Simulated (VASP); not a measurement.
Ge: relaxation of cell and atoms with PBE

The system is Ge.

```
Ge
1.0
     4.00068    0.00000    0.00000
     2.00034    3.46469    0.00000
     2.00034    1.15490    3.26654
Ge
2
Direct
  0.00000 0.00000 0.00000
  0.25000 0.25000 0.25000
```

| Item | Value |
| --- | --- |
| Program | VASP 6.6.1 |
| Task | relaxation of cell and atoms |
| Functional | PBE |
| Potentials or basis | VASP PAW PBE potentials, release 64 (Ge_d) |
| Cutoff | 600 eV |
| k mesh | 6 × 6 × 6 |
| Occupations | fermi-dirac, width 0.1 eV |
| Spin | no spin polarisation |
| Target pressure | -2 GPa |
| Dipole correction | no |
| Further INCAR settings | ALGO = Normal; EDIFF = 1e-06; IBRION = 2; EDIFFG = -0.02; NSW = 80; ISIF = 3 |

```json
{"Relaxed volume": "24.83 Å³/atom", "Relaxed cell": "a = 4.126 Å, b = 4.126 Å, c = 4.126 Å, α = 60.00°, β = 60.00°, γ = 60.00°", "Space group after relaxing (to 0.05 Å)": "Fd-3m (No. 227)", "Energy change on relaxing (the enthalpy is what falls)": "-9.4 meV/atom", "Ionic steps": "5", "Pressure after relaxing": "-2.0 GPa", "Band gap on the k mesh": "zero (band 14 reaches 4.14 eV, above the bottom of band 15 at 4.06 eV)"}
```

The path:
```
step  energy change (eV)  largest force (eV/Å)  pressure (GPa)  volume (Å³)
   1              0.0000                0.0000            3.64        45.28
   2             -0.0035                0.0000           -2.89        50.70
   3             -0.0175                0.0000           -2.24        49.76
   4             -0.0199                0.0000           -1.78        49.56
   5             -0.0188                0.0000           -1.98        49.65
```

Final structure:
```cif
data_structure
_symmetry_space_group_name_H-M 'P 1'
_symmetry_Int_Tables_number 1
_cell_length_a 4.1256
_cell_length_b 4.1256
_cell_length_c 4.1256
_cell_angle_alpha 60.000
_cell_angle_beta 60.000
_cell_angle_gamma 60.000
_cell_volume 49.65
loop_
_atom_site_label
_atom_site_type_symbol
_atom_site_fract_x
_atom_site_fract_y
_atom_site_fract_z
_atom_site_occupancy
Ge1 Ge 0.00000 0.00000 0.00000 1
Ge2 Ge 0.25000 0.25000 0.25000 1
```

Levels at points of the mesh, in eV from the Fermi level:
```
           k point  band 11  band 12  band 13  band 14  band 15  band 16  band 17  band 18
(0.00, 0.00, 0.00)   -11.97    -0.65     0.13     0.13     0.13     2.64     2.64     2.64
(0.50, 0.00, 0.00)   -10.10    -7.08    -1.14    -1.14     0.05     3.82     3.82     7.20
(0.50, 0.50, 0.00)    -8.43    -8.43    -2.64    -2.64     0.99     0.99     8.90     8.90
```

It took 100 s on 1 thread of AMD EPYC 7571, on a shared host, peak memory 0.15 GiB.

Caveat: the cell is relaxed towards a set pressure, so the enthalpy falls and the energy may rise. PBE usually gives volumes a little too large and moduli too small.
